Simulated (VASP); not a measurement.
# LiF (Pm-3m) in VASP: further runs, part 2 of 3

VASP 6.6.1.

## 3. Single point, PBEsol

INCAR reads:

```
PREC     = Accurate       # precision mode
ENCUT    = 520            # plane-wave cutoff, eV
EDIFF    = 1E-6           # SCF threshold, eV
ISMEAR   = 0              # smearing method
SIGMA    = 0.01           # smearing width, eV
LREAL    = F              # projectors in reciprocal space
LASPH    = T              # aspherical terms in the spheres
NELM     = 80             # most SCF steps
ALGO     = Normal         # electronic algorithm
ISIF     = 2              # what is computed and relaxed
LWAVE    = F              # write WAVECAR
LCHARG   = F              # write CHGCAR
GGA      = PS             # functional
NBANDS   = 12             # bands
```

KPOINTS reads:

```
regular mesh
0
Gamma
  8 8 8
```

POSCAR reads:

```
LiF
1.0
    2.5162584438      0.0000000000      0.0000000000
    0.0000000000      2.5162584438      0.0000000000
    0.0000000000      0.0000000000      2.5162584438
Li F
1 1
Direct
    0.0000000000      0.0000000000      0.0000000000
    0.5000000000      0.5000000000      0.5000000000
```

Potentials or basis: VASP PAW PBE potentials, release 64 (Li_sv, F).

Launch:

```bash
cat potpaw_PBE.64/Li_sv/POTCAR potpaw_PBE.64/F/POTCAR > POTCAR
mpirun -np 1 vasp_std > vasp.out
```

OUTCAR:

```text
PREC = Accurate
   ENCUT = 520
   EDIFF = 1E-6
   ISMEAR = 0
   LREAL = F
   LASPH = T
   NELM = 80
   ISIF = 2
   GGA = PS

 ion  position               nearest neighbor table
   1  0.000  0.000  0.000-   2 2.18   2 2.18   2 2.18   2 2.18   2 2.18   2 2.18   2 2.18   2 2.18

   2  0.500  0.500  0.500-   1 2.18   1 2.18   1 2.18   1 2.18   1 2.18   1 2.18   1 2.18   1 2.18

  LATTYP: Found a simple cubic cell.
 ALAT       =     2.5162584438

  Lattice vectors:

 A1 = (   2.5162584438,   0.0000000000,   0.0000000000)
 A2 = (   0.0000000000,   2.5162584438,   0.0000000000)
 A3 = (   0.0000000000,   0.0000000000,   2.5162584438)

Analysis of symmetry for initial positions (statically):
=====================================================================
 Subroutine PRICEL returns:
 Original cell was already a primitive cell.

 Routine SETGRP: Setting up the symmetry group for a
 simple cubic supercell.

 Subroutine GETGRP returns: Found 48 space group operations
 (whereof 48 operations were pure point group operations)
 out of a pool of 48 trial point group operations.

The static configuration has the point symmetry O_h .

Analysis of symmetry for dynamics (positions and initial velocities):
=====================================================================
 Subroutine PRICEL returns:
 Original cell was already a primitive cell.

 Routine SETGRP: Setting up the symmetry group for a
 simple cubic supercell.

 Subroutine GETGRP returns: Found 48 space group operations
 (whereof 48 operations were pure point group operations)
 out of a pool of 48 trial point group operations.

The dynamic configuration has the point symmetry O_h .

 Subroutine INISYM returns: Found 48 space group operations
 (whereof 48 operations are pure point group operations),
 and found     1 'primitive' translations

----------------------------------------------------------------------------------------

                                     Primitive cell

  volume of cell :      15.9318

  direct lattice vectors                    reciprocal lattice vectors
     2.516258444  0.000000000  0.000000000     0.397415457  0.000000000  0.000000000
     0.000000000  2.516258444  0.000000000     0.000000000  0.397415457  0.000000000
     0.000000000  0.000000000  2.516258444     0.000000000  0.000000000  0.397415457

  length of vectors
     2.516258444  2.516258444  2.516258444     0.397415457  0.397415457  0.397415457

  position of ions in fractional coordinates (direct lattice)
     0.000000000  0.000000000  0.000000000
     0.500000000  0.500000000  0.500000000

  ion indices of the primitive-cell ions
   primitive index   ion index
                 1           1
                 2           2

----------------------------------------------------------------------------------------

 KPOINTS: regular mesh

Automatic generation of k-mesh.
 Grid dimensions read from file:
 generate k-points for:    8    8    8

 Generating k-lattice:

  Cartesian coordinates                     Fractional coordinates (reciprocal lattice)
     0.049676932  0.000000000  0.000000000     0.125000000  0.000000000  0.000000000
     0.000000000  0.049676932  0.000000000     0.000000000  0.125000000  0.000000000
     0.000000000  0.000000000  0.049676932     0.000000000  0.000000000  0.125000000

  Length of vectors
     0.049676932  0.049676932  0.049676932

  Shift w.r.t. Gamma in fractional coordinates (k-lattice)
     0.000000000  0.000000000  0.000000000

 Subroutine IBZKPT returns following result:
 ===========================================

 Found     35 irreducible k-points:

 Following reciprocal coordinates:
            Coordinates               Weight
  0.000000  0.000000  0.000000      1.000000
  0.125000  0.000000  0.000000      6.000000
  0.250000  0.000000  0.000000      6.000000
  0.375000  0.000000  0.000000      6.000000
  0.500000  0.000000  0.000000      3.000000
  0.125000  0.125000  0.000000     12.000000
[... 16 lines left out ...]
  0.375000  0.375000  0.125000     24.000000
  0.500000  0.375000  0.125000     24.000000
 [... further k-points ...]
   k-points           NKPTS =     35   k-points in BZ     NKDIM =     35   number of bands    NBANDS=     12
   number of dos      NEDOS =    301   number of ions     NIONS =      2
   total plane-waves  NPLWV =   8000
   dimension x,y,z NGX =    20 NGY =   20 NGZ =   20
   dimension x,y,z NGXF=    40 NGYF=   40 NGZF=   40
   ions per type =               1   1
   NGX,Y,Z   is equivalent  to a cutoff of  13.21, 13.21, 13.21 a.u.
   NGXF,Y,Z  is equivalent  to a cutoff of  26.43, 26.43, 26.43 a.u.
 SYSTEM =  unknown system
   PREC   = accura    normal or accurate (medium, high low for compatibility)
   ISTART =      0    job   : 0-new  1-cont  2-samecut
   ICHARG =      2    charge: 1-file 2-atom 10-const
   ISPIN  =      1    spin polarized calculation?
   LNONCOLLINEAR =      F non collinear calculations
   LSORBIT =      F    spin-orbit coupling
   LASPH  =      T    aspherical Exc in radial PAW
   ENCUT  =  520.0 eV  38.22 Ry    6.18 a.u.   4.68  4.68  4.68*2*pi/ulx,y,z
   NELM   =     80;   NELMIN=  2; NELMDL= -5     # of ELM steps
   EDIFF  = 0.1E-05   stopping-criterion for ELM
   LREAL  =      F    real-space projection
   EDIFFG = 0.1E-04   stopping-criterion for IOM
   NSW    =      0    number of steps for IOM
   IBRION =     -1    ionic relax: 0-MD 1-quasi-New 2-CG
   NFREE  =      0    steps in history (QN), initial steepest desc. (CG)
   ISIF   =      2    stress and relaxation
   ISYM   =      2    0-nonsym 1-usesym 2-fastsym
   POTIM  = 0.5000    time-step for ionic-motion
   TEBEG  =    0.0;   TEEND  =   0.0 temperature during run
   PSTRESS=    0.0 pullay stress
   NELECT =      10.0000    total number of electrons
   NUPDOWN=      -1.0000    fix difference up-down
   EMIN   =  10.00;   EMAX   =-10.00  energy-range for DOS
   EFERMI =   0.00;   METHOD = LEGACY
   ISMEAR =     0;   SIGMA  =   0.01  broadening in eV -4-tet -1-fermi 0-gaus
   EFERMI_NEDOS =   21; number of points for ismear=-14 and -15
   IALGO  =     38    algorithm
   IMIX   =      4    mixing-type and parameters
     AMIX     =   0.40;   BMIX     =  1.00
     AMIX_MAG =   1.60;   BMIX_MAG =  1.00
  volume/ion in A,a.u.               =       7.97        53.76
  Fermi-wavevector in a.u.,A,eV,Ry     =   1.401693  2.648816 26.731957  1.964743
  Thomas-Fermi vector in A             =   2.524529
   LORBIT       =      0    0 simple, 1 ext, 2 COOP (PROOUT), +10 PAW based schemes
   GGA     = PS    functional components
   LHFCALC =     F    Hartree Fock is set to
   AEXX    =    0.0000 exact exchange contribution
   IVDW    =     0    specifies the selected vdW correction
   LEPSILON=     F    determine dielectric tensor
   LRPA    =     F    only Hartree local field effects (RPA)
 non-spin polarized calculation
 Gauss-broadening in eV      SIGMA  =   0.01
  energy-cutoff  :      520.00
  volume of cell :       15.93
 maximum number of plane-waves:       442
 NGX is ok and might be reduce to    20
   NGX =  9   NGY =  9   NGZ =  9

 number of electron      10.0000023 magnetization

 Free energy of the ion-electron system (eV)
  ---------------------------------------------------
  ext. energy  EPLUGINS =         0.00000000
  ---------------------------------------------------
  free energy    TOTEN  =        -9.28486605 eV

  energy without entropy =       -9.28486605  energy(sigma->0) =       -9.28486605

 E-fermi :   0.4944     XC(G=0): -10.3893

 val. band max:        0.3539048526   @ k =   0.5000   0.5000   0.0000
 cond. band min:       8.1655993827   @ k =   0.0000   0.0000   0.0000
 fundamental gap:      7.8116945301
 Fermi energy:         0.4943667186

 k-point     1 :       0.0000    0.0000    0.0000
  band No.  band energies     occupation
      1     -41.7104      2.00000
      2     -20.5602      2.00000
      3      -0.3757      2.00000
      4      -0.3757      2.00000
      5      -0.3757      2.00000
      6       8.1656      0.00000
      7      19.2361      0.00000
      8      19.2361      0.00000
      9      21.7736      0.00000
     10      21.7736      0.00000
     11      21.7736      0.00000
     12      39.5698      0.00000
[... 331 lines left out ...]
 k-point    24 :       0.5000    0.3750    0.1250
  band No.  band energies     occupation
      1     -41.5997      2.00000
      2     -19.4680      2.00000
      3      -3.1146      2.00000
      4      -2.6455      2.00000
      5      -0.1076      2.00000
      6      13.2499      0.00000
      7      13.6643      0.00000
      8      14.3307      0.00000
      9      21.7513      0.00000
     10      24.0859      0.00000
     11      28.0351      0.00000
     12      29.6824      0.00000

 [... further k-points ...]
[... 5 lines left out ...]
  --------------------------------------------------------------------------------------
  -------------------------------------------------------------------------------------
  Total        0.0201711      0.0201711      0.0201711      0.0000000     -0.0000000      0.0000000
  in kB        2.0285008      2.0285008      2.0285008      0.0000000     -0.0000000      0.0000000
  external PRESSURE =       2.0285008 kB  Pullay stress =       0.0000000 kB

 VOLUME and BASIS-vectors are now :
 -----------------------------------------------------------------------------
  energy-cutoff  :      520.00
  volume of cell :       15.93
      direct lattice vectors                 reciprocal lattice vectors
     2.516258444  0.000000000  0.000000000     0.397415457  0.000000000  0.000000000
     0.000000000  2.516258444  0.000000000     0.000000000  0.397415457  0.000000000
     0.000000000  0.000000000  2.516258444     0.000000000  0.000000000  0.397415457

 POSITION                                       TOTAL-FORCE (eV/Angst)
 -----------------------------------------------------------------------------------
      0.00000      0.00000      0.00000         0.000000      0.000000      0.000000
      1.25813      1.25813      1.25813         0.000000      0.000000      0.000000
 -----------------------------------------------------------------------------------
    total drift:                                0.000000      0.000000      0.000000

  FREE ENERGIE OF THE ION-ELECTRON SYSTEM (eV)
  ---------------------------------------------------
  free  energy   TOTEN  =        -9.2848660499 eV

  energy  without entropy=       -9.2848660499  energy(sigma->0) =       -9.28486605
```

Run time: 4.6 s. Hardware: 1 thread of Intel Xeon Platinum 8259CL at 2.50GHz (Skylake/Cascade Lake), shared host; peak memory 0.12 GiB.

What came out:

```yaml
Free_energy: -9.2849 eV
Band_gap_on_the_k_mesh: 7.81 eV, indirect (least direct gap 8.54 eV)
```

Levels at points of the mesh, in eV from the valence-band top:
```
           k point  band 1  band 2  band 3  band 4  band 5  band 6  band 7  band 8  band 9  band 10
(0.00, 0.00, 0.00)  -42.06  -20.91   -0.73   -0.73   -0.73    7.81   18.88   18.88   21.42    21.42
(0.50, 0.00, 0.00)  -42.00  -20.40   -3.96   -0.30   -0.30    9.23   14.45   20.68   20.68    24.34
(0.50, 0.50, 0.00)  -41.95  -19.80   -3.53   -3.53    0.00   13.52   13.91   13.91   19.75    24.48
(0.50, 0.50, 0.50)  -41.91  -19.30   -2.45   -2.45   -2.45   11.07   11.07   11.07   24.70    24.70
```

Caveat: the cutoff is under 1.25 times the usual one of these potentials, so pressure, stress and relaxed cells hold a basis-set (Pulay) error; the PAW data sets were made with another functional, which shifts forces and pressure a little.

[end of part 2 of 3]
